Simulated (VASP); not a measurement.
Here is a VASP 6.6.1 calculation.

Contents of POSCAR:

```
InP
1.0
    0.0000000000      3.0184150000      3.0184150000
    3.0184150000      0.0000000000      3.0184150000
    3.0184150000      3.0184150000      0.0000000000
In P
1 1
Direct
    0.0000000000      0.0000000000      0.0000000000
    0.7500000000      0.7500000000      0.7500000000
```

INCAR.step1

```
SYSTEM = InP
  ALGO = Normal
  EDIFF = 1E-4
  ENCUT = 520
  GGA = PE
  ISMEAR = 0
  LASPH = .TRUE.
  LCHARG = .FALSE.
  LREAL = .FALSE.
  LWAVE = .TRUE.
  NBANDS = 16
  NELM = 100
  PREC = Accurate
  SIGMA = 0.05
```

INCAR.step2

```
SYSTEM = InP
  ALGO = Normal
  EDIFF = 1E-6
  ENCUT = 520
  ISIF = 2
  ISMEAR = 0
  ISTART = 1
  LASPH = .TRUE.
  LCHARG = .FALSE.
  LMIXTAU = .TRUE.
  LREAL = .FALSE.
  LWAVE = .FALSE.
  METAGGA = R2SCAN
  NBANDS = 16
  NELM = 100
  PREC = Accurate
  SIGMA = 0.05
```

The input KPOINTS:

```
k-points
0
G
  8 8 8
  0 0 0
```

Potentials or basis: VASP PAW PBE potentials, release 64 (In_d, P).

Launch:

```console
$ cat potpaw_PBE.64/In_d/POTCAR potpaw_PBE.64/P/POTCAR > POTCAR
$ cp INCAR.step1 INCAR
$ mpirun -np 1 vasp_std > vasp.out
$ cp INCAR.step2 INCAR
$ mpirun -np 1 vasp_std > vasp.out
```

(1) What does it give for the pressure?

(2) Estimate the band gap on the k mesh.

Results:

(1) -3.9 GPa.

(2) 0.65 eV.

Caveat: the cell differs from its parent crystal (strain +0.030 along x and y, +0.030 along z); the cell stands under tension; the PAW data sets were made with another functional, which shifts forces and pressure a little; spin-orbit coupling is left out, which moves the levels of the heavy elements.
